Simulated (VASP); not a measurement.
Wanted: the native input for a VASP 6.6.1 run.

| Property | Result |
| --- | --- |
| Task | relaxation of cell and atoms |
| Functional | PBE |
| Potentials or basis | VASP PAW PBE potentials, release 64 (Cd, Se) |
| Cutoff | 600 eV |
| k mesh | 12 × 12 × 6 |
| Occupations | gaussian, width 0.02 eV |
| Spin | no spin polarisation |
| Dipole correction | no |
| Further INCAR settings | ALGO = Normal; EDIFF = 1e-06; IBRION = 2; EDIFFG = -0.05; NSW = 100; ISIF = 3 |

The structure of CdSe lies in POSCAR:

```
CdSe
1.0
    4.3833795273      0.0000000000      0.0000000000
   -2.1916897636      3.7961180251      0.0000000000
    0.0000000000      0.0000000000      7.1535456852
Cd Se
2 2
Direct
    0.3333333333      0.6666666667      0.0045810803
    0.6666666667      0.3333333333      0.5045810803
    0.3333333333      0.6666666667      0.3804189197
    0.6666666667      0.3333333333      0.8804189197
```

The input as run:

INCAR

```
  ALGO = Normal
  EDIFF = 1E-6
  EDIFFG = -0.05
  ENCUT = 600
  GGA = PE
  IBRION = 2
  ISIF = 3
  ISMEAR = 0
  LASPH = True
  LCHARG = False
  LREAL = False
  LWAVE = False
  NELM = 80
  NSW = 100
  PREC = Accurate
  SIGMA = 0.02
```

KPOINTS

```
k-points
0
Gamma
  12 12 6
```

Potentials or basis: VASP PAW PBE potentials, release 64 (Cd, Se).

The run is started by

```bash
$ cat potpaw_PBE.64/Cd/POTCAR potpaw_PBE.64/Se/POTCAR > POTCAR
$ mpirun -np 1 vasp_std > vasp.out
```

It gave:

| Item | Value |
| --- | --- |
| Pressure after relaxing | 0.2 GPa |
| Band gap on the k mesh | 0.54 eV |

Caveat: semilocal functionals underestimate gaps, and a narrow one can read as zero.

Wall time 100 s on 1 thread of Intel(R) Xeon(R) 6975P-C (Granite Rapids) (shared host), peak memory 0.41 GiB.
